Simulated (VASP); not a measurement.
A run of VASP 6.6.1 is set up as follows.

The input POSCAR:

```
WC
1.0
    1.6403461100     -2.1180379000      0.0000000000
    1.6403461100      2.1180379000      0.0000000000
    0.0000000000      0.0000000000      4.3094211000
W C
1 1
Direct
    0.5000000000      0.5000000000      0.5000000000
    0.0000000000      0.0000000000      0.0000000000
```

Contents of INCAR.step1:

```
SYSTEM = WC
PREC     = Accurate       ! precision mode
ENCUT    = 520            ! plane-wave cutoff, eV
EDIFF    = 1E-5           ! SCF threshold, eV
ISMEAR   = -1             ! smearing method
SIGMA    = 0.05           ! smearing width, eV
LREAL    = .FALSE.        ! projectors in reciprocal space
LASPH    = .TRUE.         ! aspherical terms in the spheres
NELM     = 100            ! most SCF steps
ALGO     = Normal         ! electronic algorithm
ISIF     = 2              ! what is computed and relaxed
LWAVE    = .TRUE.         ! write WAVECAR
NBANDS   = 16             ! bands
GGA      = PE             ! functional
```

The input INCAR.step2:

```
SYSTEM = WC
PREC     = Accurate       ! precision mode
ENCUT    = 520            ! plane-wave cutoff, eV
EDIFF    = 1E-7           ! SCF threshold, eV
ISMEAR   = -1             ! smearing method
SIGMA    = 0.05           ! smearing width, eV
LREAL    = .FALSE.        ! projectors in reciprocal space
LASPH    = .TRUE.         ! aspherical terms in the spheres
NELM     = 100            ! most SCF steps
ALGO     = Normal         ! electronic algorithm
ISIF     = 2              ! what is computed and relaxed
LWAVE    = .FALSE.        ! write WAVECAR
LCHARG   = .TRUE.         ! write CHGCAR
METAGGA  = R2SCAN         ! meta-GGA
LHFCALC  = .TRUE.         ! exact exchange
AEXX     = 0.5            ! exact-exchange fraction
LMIXTAU  = .TRUE.       
PRECFOCK = Normal       
LELF     = .TRUE.         ! ELF
LVHAR    = .TRUE.       
NBANDS   = 16             ! bands
ISTART   = 1
```

Contents of KPOINTS:

```
regular mesh
0
G
  5 5 3
  0 0 0
```

Potentials or basis: VASP PAW PBE potentials, release 64 (W_sv, C).

The run is started by

```bash
$ cat potpaw_PBE.64/W_sv/POTCAR potpaw_PBE.64/C/POTCAR > POTCAR
$ cp INCAR.step1 INCAR
$ mpirun -np 1 vasp_std > vasp.out
$ cp INCAR.step2 INCAR
$ mpirun -np 1 vasp_std > vasp.out
```

What does it give for the band gap on the k mesh?

Zero (band 9 reaches 10.38 eV, above the bottom of band 10 at 3.43 eV).

Estimate the pressure.

-48.9 GPa.

Stress tensor (GPa, compression positive):
```
-48.70   0.00   0.00
  0.00 -13.30   0.00
  0.00   0.00 -84.65
```

Caveat: the k points lie up to 0.49 Å⁻¹ apart; the PAW data sets were made with another functional, which shifts forces and pressure a little; spin-orbit coupling is left out, which moves the levels of the heavy elements.
